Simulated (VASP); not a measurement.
Pb:

```xyz
1
Lattice="-1.9529 1.9529 1.9529 1.9529 -1.9529 1.9529 1.9529 1.9529 -1.9529" Properties=species:S:1:pos:R:3 pbc="T T T"
Pb    0.0000    0.0000    0.0000
```

This isn't the form of Pb at room conditions, which is fcc.

Base run:

* Program: VASP 6.6.1
* Functional: r2SCAN
* Potentials or basis: VASP PAW PBE potentials, release 64 (Pb_d)
* Cutoff: 520 eV
* k mesh: 9 × 9 × 9
* Occupations: fermi-dirac, width 0.05 eV
* Spin: no spin polarisation

Its results: band gap on the k mesh zero (bands 7 and 8 overlap by 10.30 eV); pressure 1.5 GPa.

Question: The run is repeated on the same cell with these changes: functional from r2SCAN to pbe exchange, pbesol correlation; cutoff from 520 eV to 500 eV; occupations from fermi-dirac, width 0.05 eV to gaussian, width 0.01 eV. What comes out?

Answer: Band gap on the k mesh zero (bands 7 and 8 overlap by 9.80 eV); pressure 3.4 GPa.

Caveats: the PAW data sets were made with another functional, which shifts forces and pressure a little; spin-orbit coupling is left out, which moves the levels of the heavy elements; the cell stands under pressure (at least some runs).
